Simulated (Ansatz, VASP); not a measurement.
## One calculation of TiCo3, two programs

The input INCAR:

```
SYSTEM = TiCo3
PREC = Accurate
ENCUT = 520
EDIFF = 1E-6
ISMEAR = -1
SIGMA = 0.05
LREAL = .FALSE.
LASPH = .TRUE.
NELM = 80
ALGO = Normal
ISIF = 2
LWAVE = .FALSE.
LCHARG = .FALSE.
GGA = PS
NBANDS = 28
```

KPOINTS

```
regular mesh
0
G
  10 10 10
  0 0 0
```

File POSCAR:

```
TiCo3
1.0
    3.7084792875      0.0000000000      0.0000000000
    0.0000000000      3.7084792875      0.0000000000
    0.0000000000      0.0000000000      3.7084792875
Ti Co
1 3
Direct
    0.0000000000      0.0000000000      0.0000000000
    0.0000000000      0.5000000000      0.5000000000
    0.5000000000      0.0000000000      0.5000000000
    0.5000000000      0.5000000000      0.0000000000
```

Input for Ansatz:

```yaml
crystal:
  lattice:
    - [3.7084792875, 0.0, 0.0]
    - [0.0, 3.7084792875, 0.0]
    - [0.0, 0.0, 3.7084792875]
  atoms:
    - { symbol: Ti, position: [0.0, 0.0, 0.0] }
    - { symbol: Co, position: [0.0, 0.5, 0.5] }
    - { symbol: Co, position: [0.5, 0.0, 0.5] }
    - { symbol: Co, position: [0.5, 0.5, 0.0] }
kpoints:
  mp_grid: { grid: [10, 10, 10] }
scf:
  occupations: { method: fermi_dirac, width: 0.05 }
  lower_state_search: "off"
hamiltonian:
  xc: pbesol
  pseudopotentials: { kind: paw }
output:
  forces: true
  stress: true
  eigenvalues: true
  write_density: true
  write_potential: true
  elf: true
  volumetric_format: npy
```

Change from the starting cell: volume scaled by 1.12, no spin polarisation, PAW files.

Alike in both runs: task single point; functional PBEsol; k mesh 10 × 10 × 10; occupations fermi-dirac, width 0.05 eV; no spin polarisation.

|  | VASP | Ansatz |
| --- | --- | --- |
| version | VASP 6.6.1 | Ansatz 0.2.0 |
| potentials or method | VASP PAW PBE potentials, release 64 (Ti_sv, Co) | PAW with Ansatz's default frozen-core files, scalar-relativistic |
| plane-wave cutoff (eV) | 520 | 420 |
| valence electrons in the cell | 39 | 63 |

Ansatz gave:

| Quantity | Value |
| --- | --- |
| pressure (GPa) | -26.0 |

Which values does VASP return?

Pressure (GPa): -26.2.

VASP's potentials were made for PBE, not for PBEsol. VASP's potentials hold 39 valence electrons a cell and Ansatz's 63, so a difference there can come from the potentials and not from the codes.
